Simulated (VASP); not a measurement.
A run of VASP 6.6.1 is set up as follows.

The input INCAR:

```
SYSTEM = Os
  PREC = Accurate
  ENCUT = 520
  EDIFF = 1E-7
  ISMEAR = -1
  SIGMA = 0.05
  LREAL = .FALSE.
  LASPH = .TRUE.
  NELM = 100
  ALGO = Fast
  ISIF = 2
  LWAVE = .FALSE.
  LCHARG = .FALSE.
  GGA = PE
  NBANDS = 42
```

KPOINTS

```
regular mesh
0
G
  6 6 6
  0 0 0
```

The input POSCAR:

```
Os
1.0
    5.0015570292      0.0000000000      0.0000000000
    0.0000000000      4.5496834207      0.0000000000
   -1.3547641888      0.0000000000      4.8436808916
Os
8
Direct
    0.8620818000      0.1580433800      0.1386956200
    0.1379182000      0.6580433800      0.3613043800
    0.1379182000      0.8419566200      0.8613043800
    0.8620818000      0.3419566200      0.6386956200
    0.3933279900      0.1617895400      0.2959952400
    0.6066720100      0.6617895400      0.2040047600
    0.6066720100      0.8382104600      0.7040047600
    0.3933279900      0.3382104600      0.7959952400
```

Potentials or basis: VASP PAW PBE potentials, release 64 (Os).

Command:

```bash
$ cat potpaw_PBE.64/Os/POTCAR > POTCAR
$ mpirun -np 1 vasp_std > vasp.out
```

Q: Estimate the largest force.

A: 0.265 eV/Å.

Q: Predict the pressure.

A: 32.2 GPa.

Q: What does it give for the band gap on the k mesh?

A: Zero (bands 32 and 33 overlap by 0.69 eV).

Forces on the atoms (eV/Å):
```
Os   0.083  0.118  0.181
Os  -0.083  0.118 -0.181
Os  -0.083 -0.118 -0.181
Os   0.083 -0.118  0.181
Os  -0.198  0.159 -0.075
Os   0.198  0.159  0.075
Os   0.198 -0.159  0.075
Os  -0.198 -0.159 -0.075
```

Caveat: the cell stands under pressure; spin-orbit coupling is left out, which moves the levels of the heavy elements.
